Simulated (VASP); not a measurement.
Write the native input for VASP 6.6.1 that does the following.

```yaml
Task: relaxation of cell and atoms
Functional: PBE
Potentials_or_basis: VASP PAW PBE potentials, release 64 (K_sv, P, Ru_pv)
Cutoff: 600 eV
k_mesh: 4 × 4 × 4
Occupations: gaussian, width 0.1 eV
Spin: no spin polarisation
Dipole_correction: no
Further_INCAR_settings: ALGO = Normal; EDIFF = 1e-07; IBRION = 2; EDIFFG = -0.04; NSW = 90; ISIF = 3
```

The structure of KP3Ru lies in POSCAR:

```
KP3Ru
1.0
    4.6156638600      0.0000000000      0.0000000000
    0.0000000000      4.6156638600      0.0000000000
    0.0000000000      0.0000000000      4.6156638600
K P Ru
1 3 1
Direct
    0.5000000000      0.5000000000      0.5000000000
    0.0000000000      0.5000000000      0.5000000000
    0.5000000000      0.5000000000      0.0000000000
    0.5000000000      0.0000000000      0.5000000000
    0.0000000000      0.0000000000      0.0000000000
```

The cell was generated, and may not be a known phase.

One way to write it, as run:

INCAR

```
PREC = Accurate
ENCUT = 600
EDIFF = 1E-7
ISMEAR = 0
SIGMA = 0.1
LREAL = False
LASPH = True
NELM = 60
ALGO = Normal
ISIF = 3
LWAVE = False
LCHARG = False
GGA = PE
IBRION = 2
NSW = 90
EDIFFG = -0.04
```

KPOINTS

```
Automatic mesh
0
Gamma
  4 4 4
```

Potentials or basis: VASP PAW PBE potentials, release 64 (K_sv, P, Ru_pv).

The run is started by

```console
$ cat potpaw_PBE.64/K_sv/POTCAR potpaw_PBE.64/P/POTCAR potpaw_PBE.64/Ru_pv/POTCAR > POTCAR
$ mpirun -np 1 vasp_std > vasp.out
```

Results of the run:

```yaml
Relaxed_volume: 23.78 Å³/atom
Relaxed_cell: a = 4.917 Å, b = 4.917 Å, c = 4.917 Å, α = 90.00°, β = 90.00°, γ = 90.00°
Space_group_after_relaxing_to_0.1_Å: Pm-3m (No. 221)
Energy_gained_by_relaxing: 83.8 meV/atom
Ionic_steps: 3
Pressure_after_relaxing: 0.3 GPa
Band_gap_on_the_k_mesh: zero (bands 19 and 20 overlap by 0.51 eV)
```

Caveat: the volume moved by over 15 % at a fixed basis, so the end points are rough.

Wall time 3.6 min on 1 thread of Oxide Virtual Turin-like Processor (shared host), peak memory 0.23 GiB.
